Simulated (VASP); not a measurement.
The system is Pt.

```
Pt
1.0
    -1.55688    1.55688    1.55688
     1.55688   -1.55688    1.55688
     1.55688    1.55688   -1.55688
Pt
1
Direct
  0.00000 0.00000 0.00000
```

* Program: VASP 6.6.1
* Task: relaxation of cell and atoms
* Functional: r2SCAN
* Potentials or basis: VASP PAW PBE potentials, release 64 (Pt)
* Cutoff: 600 eV
* k mesh: 14 × 14 × 14
* Occupations: fermi-dirac, width 0.1 eV
* Spin: no spin polarisation

At the start: pressure 8.1 GPa; volume 15.09 Å³/atom.

Task: Where does the relaxation end?

Result: Over 4 steps the energy falls by 10.7 meV/atom and the volume is 15.53 Å³/atom (+2.9 %); space group Im-3m (No. 229, to 0.05 Å).

The path:
```
step  energy change (eV)  largest force (eV/Å)  pressure (GPa)  volume (Å³)
   1              0.0000                0.0000            8.08        15.09
   2              0.0621                0.0000          -16.59        16.82
   3             -0.0107                0.0000           -0.23        15.55
   4             -0.0107                0.0000           -0.01        15.53
```

Final structure:
```yaml
crystal:
  lattice:
    - [-1.57185, 1.57185, 1.57185]
    - [1.57185, -1.57185, 1.57185]
    - [1.57185, 1.57185, -1.57185]
  atoms:
    - { symbol: Pt, position: [0.00000, 0.00000, 0.00000] }
```

Caveat: the PAW data sets were made with another functional, which shifts forces and pressure a little.
